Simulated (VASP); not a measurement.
# As (Pm-3m) in VASP: settings compared

The runs below take As through single point, relaxation of cell and atoms, with PBE-based screened hybrid with 25 % exact exchange, PBEsol-based screened hybrid with 25 % exact exchange, PBE0, HSE06.

Everything below comes from runs of VASP 6.6.1. Logs are shortened: lines on timing, memory, paths and dates and some standing lists are left out, and cuts for length are marked.

## 1. The cell of the first run

It takes space group Pm-3m (No. 221, cubic). The conventional cell has a = 2.702 Å, b = 2.702 Å, c = 2.702 Å, α = 90.00°, β = 90.00°, γ = 90.00°. Within 3.6 Å of As (site symmetry m-3m) lie 6 As at 2.70 Å.

This isn't the form of As at room conditions, which is rhombohedral.

## 2. Single point, PBE-based screened hybrid with 25 % exact exchange

Input file POSCAR:

```
As
1.0
    2.7023695149      0.0000000000      0.0000000000
    0.0000000000      2.7023695149      0.0000000000
    0.0000000000      0.0000000000      2.7023695149
As
1
Direct
    0.5000000000      0.5000000000      0.5000000000
```

Input file INCAR.step1:

```
PREC = Accurate ; ENCUT = 520
EDIFF = 1E-5 ; ISMEAR = -1
SIGMA = 0.05 ; LREAL = F
LASPH = T ; NELM = 80
ALGO = Normal ; ISIF = 2
LWAVE = T ; LCHARG = F
NBANDS = 8 ; GGA = PE
```

Input file INCAR.step2:

```
PREC = Accurate ; ENCUT = 520
EDIFF = 1E-7 ; ISMEAR = -1
SIGMA = 0.05 ; LREAL = F
LASPH = T ; NELM = 80
ALGO = Normal ; ISIF = 2
LWAVE = F ; LCHARG = F
GGA = PE ; LHFCALC = T
AEXX = 0.25 ; HFSCREEN = 0.3
PRECFOCK = Normal ; NBANDS = 8
ISTART = 1
```

Input file KPOINTS:

```
regular mesh
0
Gamma
  5 5 5
```

Potentials or basis: VASP PAW PBE potentials, release 64 (As).

Launch:

```
$ cat potpaw_PBE.64/As/POTCAR > POTCAR
$ cp INCAR.step1 INCAR
$ mpirun -np 1 vasp_std > vasp.out
$ cp INCAR.step2 INCAR
$ mpirun -np 1 vasp_std > vasp.out
```

OUTCAR:

```text
PREC = Accurate
   ENCUT = 520
   EDIFF = 1E-7
   ISMEAR = -1
   LREAL = F
   LASPH = T
   NELM = 80
   ISIF = 2
   GGA = PE
   LHFCALC = T
   AEXX = 0.25
   HFSCREEN = 0.3
   PRECFOCK = Normal
   ISTART = 1

 ion  position               nearest neighbor table
   1  0.500  0.500  0.500-

  LATTYP: Found a simple cubic cell.
 ALAT       =     2.7023695149

  Lattice vectors:

 A1 = (   2.7023695149,   0.0000000000,   0.0000000000)
 A2 = (   0.0000000000,   2.7023695149,   0.0000000000)
 A3 = (   0.0000000000,   0.0000000000,   2.7023695149)

Analysis of symmetry for initial positions (statically):
=====================================================================
 Subroutine PRICEL returns:
 Original cell was already a primitive cell.

 Routine SETGRP: Setting up the symmetry group for a
 simple cubic supercell.

 Subroutine GETGRP returns: Found 48 space group operations
 (whereof 48 operations were pure point group operations)
 out of a pool of 48 trial point group operations.

The static configuration has the point symmetry O_h .

Analysis of symmetry for dynamics (positions and initial velocities):
=====================================================================
 Subroutine PRICEL returns:
 Original cell was already a primitive cell.

 Routine SETGRP: Setting up the symmetry group for a
 simple cubic supercell.

 Subroutine GETGRP returns: Found 48 space group operations
 (whereof 48 operations were pure point group operations)
 out of a pool of 48 trial point group operations.

The dynamic configuration has the point symmetry O_h .

 Subroutine INISYM returns: Found 48 space group operations
 (whereof 48 operations are pure point group operations),
 and found     1 'primitive' translations

----------------------------------------------------------------------------------------

                                     Primitive cell

  volume of cell :      19.7349

  direct lattice vectors                    reciprocal lattice vectors
     2.702369515  0.000000000  0.000000000     0.370045619  0.000000000  0.000000000
     0.000000000  2.702369515  0.000000000     0.000000000  0.370045619  0.000000000
     0.000000000  0.000000000  2.702369515     0.000000000  0.000000000  0.370045619
[... 72 lines left out ...]
   NFREE  =      0    steps in history (QN), initial steepest desc. (CG)
   ISIF   =      2    stress and relaxation
   ISYM   =      3    0-nonsym 1-usesym 2-fastsym
   POTIM  = 0.5000    time-step for ionic-motion
   TEBEG  =    0.0;   TEEND  =   0.0 temperature during run
   PSTRESS=    0.0 pullay stress
   NELECT =       5.0000    total number of electrons
   NUPDOWN=      -1.0000    fix difference up-down
   EMIN   =  10.00;   EMAX   =-10.00  energy-range for DOS
   EFERMI =   0.00;   METHOD = LEGACY
   ISMEAR =    -1;   SIGMA  =   0.05  broadening in eV -4-tet -1-fermi 0-gaus
   EFERMI_NEDOS =   21; number of points for ismear=-14 and -15
   IALGO  =     38    algorithm
   IMIX   =      1    mixing-type and parameters
     AMIX     =   0.40;   BMIX     =  1.00
     AMIX_MAG =   1.60;   BMIX_MAG =  1.00
  volume/ion in A,a.u.               =      19.73       133.18
  Fermi-wavevector in a.u.,A,eV,Ry     =   1.035905  1.957577 14.600412  1.073100
  Thomas-Fermi vector in A             =   2.170271
   LORBIT       =      0    0 simple, 1 ext, 2 COOP (PROOUT), +10 PAW based schemes
   GGA     = PE    functional components
   LHFCALC =     T    Hartree Fock is set to
   PRECFOCK=normal    Normal, Fast or Accurate (Low or Medium for compatibility)
   ENCUT4O =  -1.0   cutoff for four orbital integrals eV
   NKREDX  =     1    reduce k-point grid by
   NKREDY  =     1    reduce k-point grid by
   NKREDZ  =     1    reduce k-point grid by
   AEXX    =    0.2500 exact exchange contribution
   HFSCREEN=    0.3000 screening length (either q_TF or 0.3 A-1)
   HFSCREENC=   0.3000 screening length for correlation (either q_TF or 0.3 A-1)
   ENCUTFOCK=  -1.0 apply spherical cutoff to Coloumb kernel
   IVDW    =     0    specifies the selected vdW correction
   LEPSILON=     F    determine dielectric tensor
   LRPA    =     F    only Hartree local field effects (RPA)
 non-spin polarized calculation
  energy-cutoff  :      520.00
  volume of cell :       19.73
 maximum number of plane-waves:       540
  NGX = 16; NGY = 16; NGZ = 16

 number of electron       5.0000001 magnetization

 Free energy of the ion-electron system (eV)
  ---------------------------------------------------
  ext. energy  EPLUGINS =         0.00000000
  ---------------------------------------------------
  free energy    TOTEN  =        -5.12216323 eV

  energy without entropy =       -5.10847430  energy(sigma->0) =       -5.11531877

 E-fermi :   5.9313     XC(G=0):  -8.8127

 val. band max:        5.8965828980   @ k =   0.2000   0.2000   0.2000
 cond. band min:       7.1009687369   @ k =   0.2000   0.2000   0.2000
 fundamental gap:      1.2043858389
 Fermi energy:         5.9313189968

 k-point     1 :       0.0000    0.0000    0.0000
  band No.  band energies     occupation
      1     -10.7388      2.00000
      2      10.4177      0.00000
      3      10.4177      0.00000
      4      10.4177      0.00000
      5      14.7287      0.00000
      6      14.7287      0.00000
      7      17.0573      0.00000
      8      31.7572      0.00000
[... 89 lines left out ...]
 k-point    10 :       0.4000    0.4000    0.4000
  band No.  band energies     occupation
      1      -1.9064      2.00000
      2       3.8305      2.00000
      3       3.8305      2.00000
      4       4.9747      2.00000
      5      12.5260      0.00000
      6      13.3308      0.00000
      7      13.3308      0.00000
      8      19.1259      0.00000

------------------------ aborting loop because EDIFF is reached ----------------------------------------

  FORCE on cell =-STRESS in cart. coord.  units (eV):
  Direction    XX          YY          ZZ          XY          YZ          ZX
  --------------------------------------------------------------------------------------
  -------------------------------------------------------------------------------------
  Total       -0.0534213     -0.0534213     -0.0534213     -0.0000000     -0.0000000      0.0000000
  in kB       -4.3370154     -4.3370154     -4.3370154     -0.0000000     -0.0000000      0.0000000
  external PRESSURE =      -4.3370154 kB  Pullay stress =       0.0000000 kB

 VOLUME and BASIS-vectors are now :
 -----------------------------------------------------------------------------
  energy-cutoff  :      520.00
  volume of cell :       19.73
      direct lattice vectors                 reciprocal lattice vectors
     2.702369515  0.000000000  0.000000000     0.370045619  0.000000000  0.000000000
     0.000000000  2.702369515  0.000000000     0.000000000  0.370045619  0.000000000
     0.000000000  0.000000000  2.702369515     0.000000000  0.000000000  0.370045619

 POSITION                                       TOTAL-FORCE (eV/Angst)
 -----------------------------------------------------------------------------------
      1.35118      1.35118      1.35118         0.000000      0.000000      0.000000
 -----------------------------------------------------------------------------------
    total drift:                               -0.000018     -0.000003     -0.000016

  FREE ENERGIE OF THE ION-ELECTRON SYSTEM (eV)
  ---------------------------------------------------
  free  energy   TOTEN  =        -5.1221632330 eV

  energy  without entropy=       -5.1084743020  energy(sigma->0) =       -5.11531877
```

Wall time 48 s (1 thread of Intel Xeon Platinum 8259CL at 2.50GHz (Skylake/Cascade Lake), shared host); peak memory 0.22 GiB.

What came out:

| Quantity | Value |
| --- | --- |
| Free energy | -5.1222 eV |
| Pressure | -0.4 GPa |
| Band gap on the k mesh | zero (an odd number of electrons rules out a gap without spin polarisation) |

Caveat: the k points lie up to 0.47 Å⁻¹ apart, too coarse for converged energies and pressures of a metal; the PAW data sets were made with another functional, which shifts forces and pressure a little; an odd number of electrons without spin polarisation forces a metal; a magnetic or distorted state may lie lower.

## 3. Single point, PBEsol-based screened hybrid with 25 % exact exchange

Input file POSCAR:

```
As
1.0
    2.7036817444      0.0000000000      0.0000000000
    0.0000000000      2.7036817444      0.0000000000
    0.0000000000      0.0000000000      2.7036817444
As
1
Direct
    0.5000000000      0.5000000000      0.5000000000
```

INCAR.step1 is that of step 2.

Input file INCAR.step2:

```
PREC = Accurate ; ENCUT = 520
EDIFF = 1E-6 ; ISMEAR = -1
SIGMA = 0.05 ; LREAL = F
LASPH = T ; NELM = 80
ALGO = Normal ; ISIF = 2
LWAVE = F ; LCHARG = F
GGA = PS ; LHFCALC = T
AEXX = 0.25 ; HFSCREEN = 0.207
PRECFOCK = Normal ; NBANDS = 8
ISTART = 1
```

Input file KPOINTS:

```
Automatic mesh
0
Gamma
  5 5 5
```

Potentials or basis: VASP PAW PBE potentials, release 64 (As).

Launch:

```
$ cat potpaw_PBE.64/As/POTCAR > POTCAR
$ cp INCAR.step1 INCAR
$ mpirun -np 1 vasp_std > vasp.out
$ cp INCAR.step2 INCAR
$ mpirun -np 1 vasp_std > vasp.out
```

Run time: 50 s. Hardware: 1 thread of Intel Xeon Platinum 8259CL at 2.50GHz (Skylake/Cascade Lake), shared host; peak memory 0.22 GiB.

It converged, with:

```
Free energy            : -5.6128 eV
Pressure               : -3.1 GPa
Band gap on the k mesh : zero (an odd number of electrons rules out a gap without spin polarisation)
```

Levels at points of the mesh, in eV from the Fermi level:
```
           k point  band 1  band 2  band 3  band 4  band 5  band 6  band 7
(0.00, 0.00, 0.00)  -16.86    4.57    4.57    4.57    8.94    8.94   11.14
```

Caveat: the k points lie up to 0.46 Å⁻¹ apart, too coarse for converged energies and pressures of a metal; the PAW data sets were made with another functional, which shifts forces and pressure a little; an odd number of electrons without spin polarisation forces a metal; a magnetic or distorted state may lie lower.

## 4. Single point, PBE0, non-collinear spin, zero start, spin-orbit coupling

POSCAR is that of step 3.

Input file INCAR.step1:

```
SYSTEM = As
ALGO = Normal
EDIFF = 1E-5
ENCUT = 520
GGA = PE
GGA_COMPAT = .False.
ISIF = 2
ISMEAR = -1
LASPH = .True.
LCHARG = .False.
LNONCOLLINEAR = .True.
LORBIT = 11
LORBMOM = .True.
LREAL = .False.
LSORBIT = .True.
LWAVE = .True.
MAGMOM = 0 0 0
NBANDS = 16
NELM = 150
PREC = Accurate
SIGMA = 0.05
```

Input file INCAR.step2:

```
SYSTEM = As
AEXX = 0.25
ALGO = Normal
EDIFF = 1E-6
ENCUT = 520
GGA = PE
GGA_COMPAT = .False.
ISIF = 2
ISMEAR = -1
ISTART = 1
LASPH = .True.
LCHARG = .False.
LHFCALC = .True.
LNONCOLLINEAR = .True.
LORBIT = 11
LORBMOM = .True.
LREAL = .False.
LSORBIT = .True.
LWAVE = .False.
MAGMOM = 0 0 0
NBANDS = 16
NELM = 150
PREC = Accurate
PRECFOCK = Normal
SIGMA = 0.05
```

Input file KPOINTS:

```
k-points
0
Gamma
  4 4 4
  0 0 0
```

Launch:

```
$ cat potpaw_PBE.64/As/POTCAR > POTCAR
$ cp INCAR.step1 INCAR
$ mpirun -np 1 vasp_ncl > vasp.out
$ cp INCAR.step2 INCAR
$ mpirun -np 1 vasp_ncl > vasp.out
```

It took 1.8 min on 1 thread of Intel Xeon Platinum 8259CL at 2.50GHz (Skylake/Cascade Lake), shared host; peak memory 0.16 GiB.

It converged, with:

| Item | Value |
| --- | --- |
| Free energy | -5.5755 eV |
| Pressure | -3.8 GPa |
| Net moment | 0.00 μB per cell |
| Valence electrons inside the program's atomic spheres | As 2.69 |

Moments on the atoms (μB; x, y, z):
```
As  0.00 0.00 0.00
```

Caveat: the k points lie up to 0.58 Å⁻¹ apart; the PAW data sets were made with another functional, which shifts forces and pressure a little.

## 5. Single point, HSE06, non-collinear spin, zero start, spin-orbit coupling

POSCAR is that of step 4.

Input file INCAR.step1:

```
SYSTEM = As
  PREC = Accurate
  ENCUT = 520
  EDIFF = 1E-5
  ISMEAR = -1
  SIGMA = 0.05
  LREAL = .FALSE.
  LASPH = .TRUE.
  NELM = 150
  ALGO = Normal
  ISIF = 2
  LWAVE = .TRUE.
  LNONCOLLINEAR = .TRUE.
  MAGMOM = 0 0 0
  LORBIT = 11
  LSORBIT = .TRUE.
  GGA_COMPAT = .FALSE.
  LORBMOM = .TRUE.
  GGA = PE
  NBANDS = 16
```

Input file INCAR.step2:

```
SYSTEM = As
  PREC = Accurate
  ENCUT = 520
  EDIFF = 1E-6
  ISMEAR = -1
  SIGMA = 0.05
  LREAL = .FALSE.
  LASPH = .TRUE.
  NELM = 150
  ALGO = Normal
  ISIF = 2
  LWAVE = .FALSE.
  LCHARG = .TRUE.
  LNONCOLLINEAR = .TRUE.
  MAGMOM = 0 0 0
  LORBIT = 11
  LSORBIT = .TRUE.
  GGA_COMPAT = .FALSE.
  LORBMOM = .TRUE.
  GGA = PE
  LHFCALC = .TRUE.
  HFSCREEN = 0.2079
  PRECFOCK = Normal
  LVHAR = .TRUE.
  ISTART = 1
  NBANDS = 16
```

Input file KPOINTS:

```
Automatic mesh
0
G
  4 4 4
  0 0 0
```

Launch:

```
$ cat potpaw_PBE.64/As/POTCAR > POTCAR
$ cp INCAR.step1 INCAR
$ mpirun -np 1 vasp_ncl > vasp.out
$ cp INCAR.step2 INCAR
$ mpirun -np 1 vasp_ncl > vasp.out
```

Run time: 1.9 min. Hardware: 1 thread of Intel Xeon Platinum 8259CL at 2.50GHz (Skylake/Cascade Lake), shared host; peak memory 0.26 GiB.

The run converged. Its results:

```yaml
Free_energy: -4.9886 eV
Pressure: -3.6 GPa
Net_moment: 0.00 μB per cell
Valence_electrons_inside_the_program's_atomic_spheres: As 2.69
```

Moments on the atoms (μB; x, y, z):
```
As  0.00 0.00 0.00
```

Caveat: the k points lie up to 0.58 Å⁻¹ apart; the PAW data sets were made with another functional, which shifts forces and pressure a little.

## 6. Relaxation of cell and atoms, PBE0

POSCAR is that of step 5.

Input file INCAR.step1:

```
SYSTEM = As
  PREC = Accurate
  ENCUT = 600
  EDIFF = 1E-5
  ISMEAR = -1
  SIGMA = 0.05
  LREAL = .False.
  LASPH = .True.
  NELM = 80
  ALGO = Normal
  LWAVE = .True.
  LCHARG = .False.
  GGA = PE
  NBANDS = 8
```

Input file INCAR.step2:

```
SYSTEM = As
  PREC = Accurate
  ENCUT = 600
  EDIFF = 1E-6
  ISMEAR = -1
  SIGMA = 0.05
  LREAL = .False.
  LASPH = .True.
  NELM = 80
  ALGO = Normal
  ISIF = 3
  LWAVE = .False.
  LCHARG = .False.
  GGA = PE
  LHFCALC = .True.
  AEXX = 0.25
  PRECFOCK = Normal
  IBRION = 2
  NSW = 60
  EDIFFG = -0.01
  ISTART = 1
```

Input file KPOINTS:

```
regular mesh
0
Gamma
  5 5 5
  0 0 0
```

Potentials or basis: VASP PAW PBE potentials, release 64 (As).

Launch:

```
$ cat potpaw_PBE.64/As/POTCAR > POTCAR
$ cp INCAR.step1 INCAR
$ mpirun -np 1 vasp_std > vasp.out
$ cp INCAR.step2 INCAR
$ mpirun -np 1 vasp_std > vasp.out
```

Run time: 22 min. Hardware: 1 thread of Intel Xeon Platinum 8259CL at 2.50GHz (Skylake/Cascade Lake), shared host; peak memory 0.14 GiB.

Results (log left out):

| Item | Value |
| --- | --- |
| Free energy | -5.8662 eV |
| Relaxed volume | 19.62 Å³/atom |
| Relaxed cell | a = 2.697 Å, b = 2.697 Å, c = 2.697 Å, α = 90.00°, β = 90.00°, γ = 90.00° |
| Space group after relaxing (to 0.1 Å) | Pm-3m (No. 221) |
| Energy gained by relaxing | 3.8 meV/atom |
| Ionic steps | 4 |
| Pressure after relaxing | 0.0 GPa |
| Band gap on the k mesh | zero (an odd number of electrons rules out a gap without spin polarisation) |

The path:
```tsv
step	energy change (eV)	largest force (eV/Å)	pressure (GPa)	volume (Å³)
1	0.0000	0.0000	-0.57	19.76
2	-0.0029	0.0000	0.29	19.56
3	-0.0038	0.0000	0.22	19.57
4	-0.0038	0.0000	0.02	19.62
```

Final structure:
```
CELL_PARAMETERS angstrom
2.69720 0.00000 0.00000
0.00000 2.69720 0.00000
0.00000 0.00000 2.69720
ATOMIC_POSITIONS crystal
As 0.50000 0.50000 0.50000
```

Levels at points of the mesh, in eV from the Fermi level:
```tsv
k point	band 1	band 2	band 3	band 4	band 5	band 6
(0.00, 0.00, 0.00)	-17.17	5.11	5.15	5.20	9.48	9.49
```

Caveat: the k points lie up to 0.47 Å⁻¹ apart in the final cell, too coarse for converged energies and pressures of a metal; the PAW data sets were made with another functional, which shifts forces and pressure a little; an odd number of electrons without spin polarisation forces a metal; a magnetic or distorted state may lie lower.

## 7. Summary

```csv
task,level,spin,cell,k mesh,cutoff (eV),screening parameter,gap on the mesh (eV),pressure (GPa),moment (μB)
single point,PBE-based screened hybrid with 25 % exact exchange,off,"a = 2.702 Å, 1 atom",5 × 5 × 5,520,0.3 1/Å,none,-0.4,-
single point,PBEsol-based screened hybrid with 25 % exact exchange,off,"a = 2.704 Å, 1 atom",5 × 5 × 5,520,0.207 1/Å,none,-3.1,-
single point,PBE0,"non-collinear, zero start, SOC","a = 2.704 Å, 1 atom",4 × 4 × 4,520,-,-,-3.8,0.00
single point,HSE06,"non-collinear, zero start, SOC","a = 2.704 Å, 1 atom",4 × 4 × 4,520,0.2079 1/Å,-,-3.6,0.00
relaxation of cell and atoms,PBE0,off,"relaxed from a = 2.704 Å, 1 atom",5 × 5 × 5,600,-,none,0.0,-
```

Alike in all rows: potentials or basis VASP PAW PBE potentials, release 64 (As); smearing fermi-dirac 0.05 eV.

Caveats: all runs use coarse meshes; the PAW data sets were made with another functional, which shifts forces and pressure a little; an odd number of electrons without spin polarisation forces a metal (at least some runs); a magnetic or distorted state may lie lower (at least some runs).

Absolute energies hang on the potentials; compare differences alone.

The gap in the log of VASP goes by the Fermi energy; the results here count the filled bands.